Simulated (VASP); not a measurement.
# LiTa16 (a cell with a defect) in VASP: single point with PBE+D3(BJ)

Aim: the single point of LiTa16 (a cell with a defect) with PBE+D3(BJ).

Program: VASP 6.6.1. These are calculated values, not measurements. Logs are shortened: lines on timing, memory, paths and dates and some standing lists are left out, and cuts for length are marked.

## Step 1: The cell of the first run

The cell holds a defect, 17 atoms: a = 6.620 Å, b = 6.620 Å, c = 6.620 Å, α = 90.00°, β = 90.00°, γ = 90.00°.

## Step 2: Single point, PBE+D3(BJ)

Contents of INCAR:

```
PREC     = Accurate       # precision mode
ENCUT    = 520            # plane-wave cutoff, eV
EDIFF    = 1E-6           # SCF threshold, eV
ISMEAR   = 0              # smearing method
SIGMA    = 0.05           # smearing width, eV
LREAL    = Auto         
LASPH    = T              # aspherical terms in the spheres
NELM     = 100            # most SCF steps
ALGO     = Normal         # electronic algorithm
ISIF     = 2              # what is computed and relaxed
LWAVE    = F              # write WAVECAR
LCHARG   = T              # write CHGCAR
GGA      = PE             # functional
IVDW     = 12             # dispersion correction
LELF     = T              # ELF
LVHAR    = T            
NBANDS   = 104            # bands
```

Contents of KPOINTS:

```
Automatic mesh
0
Gamma
  3 3 3
```

Contents of POSCAR:

```
LiTa16
1.0
    6.6200000000      0.0000000000      0.0000000000
    0.0000000000      6.6200000000      0.0000000000
    0.0000000000      0.0000000000      6.6200000000
Ta Li
16 1
Direct
    0.0026654079     -0.0022102719     -0.0003460725
    0.4979956193     -0.0021469789     -0.0003453172
    0.0060282477      0.4880441088     -0.0003401813
    0.0408427492      0.0241554381      0.4996797583
    0.2503321752      0.2620250755      0.2439734139
    0.4946022659      0.4880850453     -0.0003383686
    0.4598725076      0.0241971299      0.4996785498
    0.7503401813      0.2416938066      0.2565725076
   -0.0066022659      0.5084128399      0.4996522659
    0.2503391239      0.7523004532      0.2473229607
    0.2503303625      0.2619836858      0.7553826284
    0.5072503021      0.5084007553      0.4996525680
    0.7503137462      0.7259074018      0.2091472810
    0.7503398792      0.2417045317      0.7427640483
    0.2503380665      0.7522364048      0.7520015106
    0.7503151057      0.7258687311      0.7901188822
    0.7503398792      0.8749959215      0.4996483384
```

Potentials or basis: VASP PAW PBE potentials, release 64 (Ta_pv, Li_sv).

Command:

```console
cat potpaw_PBE.64/Ta_pv/POTCAR potpaw_PBE.64/Li_sv/POTCAR > POTCAR
mpirun -np 1 vasp_std > vasp.out
```

OUTCAR:

```text
PREC = Accurate
   ENCUT = 520
   EDIFF = 1E-6
   ISMEAR = 0
   LREAL = Auto
   LASPH = T
   NELM = 100
   ISIF = 2
   GGA = PE
   IVDW = 12
 IVDW          = 12

 ion  position               nearest neighbor table
   1  0.003  0.998  1.000-  13 2.82  16 2.82  10 2.83  15 2.83  14 2.88   8 2.88  11 2.89   5 2.89
                             3 3.25   2 3.28   4 3.32   4 3.32   2 3.34   3 3.37
   2  0.498  0.998  1.000-  13 2.82  16 2.82  10 2.83  15 2.83  14 2.88   8 2.88  11 2.89   5 2.89
                             6 3.25   1 3.28   7 3.32   7 3.32   1 3.34   6 3.37
   3  0.006  0.488  1.000-  13 2.70  16 2.70   5 2.73  11 2.73  15 2.89  10 2.89  14 2.90   8 2.90
                             6 3.23   1 3.25   9 3.31   9 3.31   1 3.37   6 3.39
   4  0.041  0.024  0.500-  17 2.16  11 2.70   5 2.70   7 2.77  10 2.82  15 2.82  14 2.89   8 2.89
                             9 3.22   1 3.32   1 3.32  16 3.36  13 3.36   9 3.43
   5  0.250  0.262  0.244-   4 2.70   7 2.70   3 2.73   6 2.73   2 2.89   1 2.89  12 2.90   9 2.90
                            11 3.23  10 3.25   8 3.31   8 3.31  10 3.37  11 3.39
   6  0.495  0.488  1.000-  13 2.70  16 2.70   5 2.73  11 2.73  15 2.89  10 2.89  14 2.90   8 2.90
                             3 3.23   2 3.25  12 3.31  12 3.31   2 3.37   3 3.39
   7  0.460  0.024  0.500-  17 2.16  11 2.70   5 2.70   4 2.77  10 2.82  15 2.82  14 2.89   8 2.89
                            12 3.22   2 3.32   2 3.32  16 3.36  13 3.36  12 3.43
   8  0.750  0.242  0.257-   2 2.88   1 2.88   9 2.88  12 2.88   7 2.89   4 2.89   3 2.90   6 2.90
                            17 2.91  14 3.22  13 3.22   5 3.31   5 3.31  14 3.40  13 3.43
   9  0.993  0.508  0.500-  15 2.88  10 2.88   8 2.88  14 2.88  16 2.89  13 2.89   5 2.90  11 2.90
                            17 2.91  12 3.22   4 3.22   3 3.31   3 3.31  12 3.40   4 3.43
  10  0.250  0.752  0.247-   4 2.82   7 2.82   1 2.83   2 2.83  12 2.88   9 2.88   6 2.89   3 2.89
                             5 3.25  15 3.28  13 3.32  13 3.32  15 3.34   5 3.37
  11  0.250  0.262  0.755-   4 2.70   7 2.70   3 2.73   6 2.73   2 2.89   1 2.89  12 2.90   9 2.90
                             5 3.23  15 3.25  14 3.31  14 3.31  15 3.37   5 3.39
  12  0.507  0.508  0.500-  15 2.88  10 2.88   8 2.88  14 2.88  16 2.89  13 2.89   5 2.90  11 2.90
                            17 2.91   9 3.22   7 3.22   6 3.31   6 3.31   9 3.40   7 3.43
  13  0.750  0.726  0.209-  17 2.16   6 2.70   3 2.70  16 2.77   1 2.82   2 2.82  12 2.89   9 2.89
                             8 3.22  10 3.32  10 3.32   7 3.36   4 3.36   8 3.43
  14  0.750  0.242  0.743-   2 2.88   1 2.88   9 2.88  12 2.88   7 2.89   4 2.89   3 2.90   6 2.90
                            17 2.91   8 3.22  16 3.22  11 3.31  11 3.31   8 3.40  16 3.43
  15  0.250  0.752  0.752-   4 2.82   7 2.82   1 2.83   2 2.83  12 2.88   9 2.88   6 2.89   3 2.89
                            11 3.25  10 3.28  16 3.32  16 3.32  10 3.34  11 3.37
  16  0.750  0.726  0.790-  17 2.16   6 2.70   3 2.70  13 2.77   1 2.82   2 2.82  12 2.89   9 2.89
                            14 3.22  15 3.32  15 3.32   7 3.36   4 3.36  14 3.43
  17  0.750  0.875  0.500-  16 2.16  13 2.16   7 2.16   4 2.16   9 2.91  12 2.91   8 2.91  14 2.91

  LATTYP: Found a simple cubic cell.
 ALAT       =     6.6200000000

  Lattice vectors:

[... 168 lines left out ...]
     AMIX     =   0.40;   BMIX     =  1.00
     AMIX_MAG =   1.60;   BMIX_MAG =  1.00
  volume/ion in A,a.u.               =      17.07       115.17
  Fermi-wavevector in a.u.,A,eV,Ry     =   1.393695  2.633702 26.427776  1.942387
  Thomas-Fermi vector in A             =   2.517316
   LORBIT       =      0    0 simple, 1 ext, 2 COOP (PROOUT), +10 PAW based schemes
   GGA     = PE    functional components
   LHFCALC =     F    Hartree Fock is set to
   AEXX    =    0.0000 exact exchange contribution
   IVDW    =    12    specifies the selected vdW correction
   LEPSILON=     F    determine dielectric tensor
   LRPA    =     F    only Hartree local field effects (RPA)
 non-spin polarized calculation
 Gauss-broadening in eV      SIGMA  =   0.05
  energy-cutoff  :      520.00
  volume of cell :      290.12
 maximum number of plane-waves:      7820
 NGX is ok and might be reduce to    50
   NGX = 25   NGY = 25   NGZ = 25

 number of electron     178.9999977 magnetization

 Free energy of the ion-electron system (eV)
  ---------------------------------------------------
  ext. energy  EPLUGINS =         0.00000000
  ---------------------------------------------------
  free energy    TOTEN  =      -186.29987792 eV

  energy without entropy =     -186.28276165  energy(sigma->0) =     -186.29131979

 E-fermi :   5.6746     XC(G=0): -12.6382

 val. band max:        5.6585679021   @ k =   0.0000   0.3333   0.0000
 cond. band min:       5.6927946554   @ k =   0.0000  -0.3333   0.3333
 fundamental gap:      0.0342267533
 Fermi energy:         5.6746248855

 k-point     1 :       0.0000    0.0000    0.0000
  band No.  band energies     occupation
      1     -40.7228      2.00000
      2     -28.8379      2.00000
      3     -28.6873      2.00000
      4     -28.6415      2.00000
      5     -28.6415      2.00000
      6     -28.6163      2.00000
[... 1445 lines left out ...]
    100       8.0448      0.00000
    101       8.4833      0.00000
 [bands above 101 left out]

------------------------ aborting loop because EDIFF is reached ----------------------------------------

 Edisp (eV)  -11.24426

 E8    (eV) :    -5.8520

  FORCE on cell =-STRESS in cart. coord.  units (eV):
  Direction    XX          YY          ZZ          XY          YZ          ZX
  --------------------------------------------------------------------------------------
  -------------------------------------------------------------------------------------
  Total       9.48267     5.82533     9.49375     0.00016     0.00328     0.00093
  in kB      52.36816    32.17046    52.42933     0.00086     0.01809     0.00515
  external pressure =       45.66 kB  Pullay stress =        0.00 kB

 VOLUME and BASIS-vectors are now :
 -----------------------------------------------------------------------------
  energy-cutoff  :      520.00
  volume of cell :      290.12
      direct lattice vectors                 reciprocal lattice vectors
     6.620000000  0.000000000  0.000000000     0.151057402  0.000000000  0.000000000
     0.000000000  6.620000000  0.000000000     0.000000000  0.151057402  0.000000000
     0.000000000  0.000000000  6.620000000     0.000000000  0.000000000  0.151057402

 POSITION                                       TOTAL-FORCE (eV/Angst)
 -----------------------------------------------------------------------------------
      0.01765      6.60537      6.61771        -0.001563      0.003440      0.000139
      3.29673      6.60579      6.61771         0.002611     -0.001638      0.000470
      0.03991      3.23085      6.61775        -0.000694     -0.003723      0.000336
      0.27038      0.15991      3.30788         0.004876      0.002524     -0.001211
      1.65720      1.73461      1.61510        -0.000334      0.004325     -0.000765
      3.27427      3.23112      6.61776         0.001288     -0.006950     -0.000182
[... 9 lines left out ...]
      4.96709      4.80525      5.23059         0.000298     -0.000585      0.010141
      4.96725      5.79247      3.30767         0.001599      0.005453     -0.001185
 -----------------------------------------------------------------------------------
    total drift:                                0.002690      0.002137      0.000712

  FREE ENERGIE OF THE ION-ELECTRON SYSTEM (eV)
  ---------------------------------------------------
  free  energy   TOTEN  =      -197.5441336730 eV

  energy  without entropy=     -197.5270174040  energy(sigma->0) =     -197.53557554
```

Run time: 23 min. Hardware: 1 thread of Intel Xeon 8259CL, shared host; peak memory 0.52 GiB.

What came out:

```yaml
Free_energy: -197.5441 eV
Largest_force: 0.010 eV/Å
Band_gap_on_the_k_mesh: zero (an odd number of electrons rules out a gap without spin polarisation)
Dispersion_energy_per_atom: -0.661 eV
```

Forces in eV/Å, atoms in the order of the input:
```
Ta  -0.002  0.003  0.000
Ta   0.003 -0.002  0.000
Ta  -0.001 -0.004  0.000
Ta   0.005  0.003 -0.001
Ta   0.000  0.004 -0.001
Ta   0.001 -0.007  0.000
Ta  -0.008  0.002 -0.001
Ta   0.000  0.002  0.002
Ta   0.000 -0.004  0.000
Ta   0.000 -0.006  0.004
Ta   0.000  0.007  0.000
Ta   0.001 -0.002  0.001
Ta   0.000 -0.001 -0.007
Ta   0.000  0.000 -0.003
Ta   0.000 -0.001 -0.004
Ta   0.000 -0.001  0.010
Li   0.002  0.005 -0.001
```

Caveat: the cutoff is under 1.25 times the usual one of these potentials, so pressure, stress and relaxed cells hold a basis-set (Pulay) error; spin-orbit coupling is left out, which moves the levels of the heavy elements.
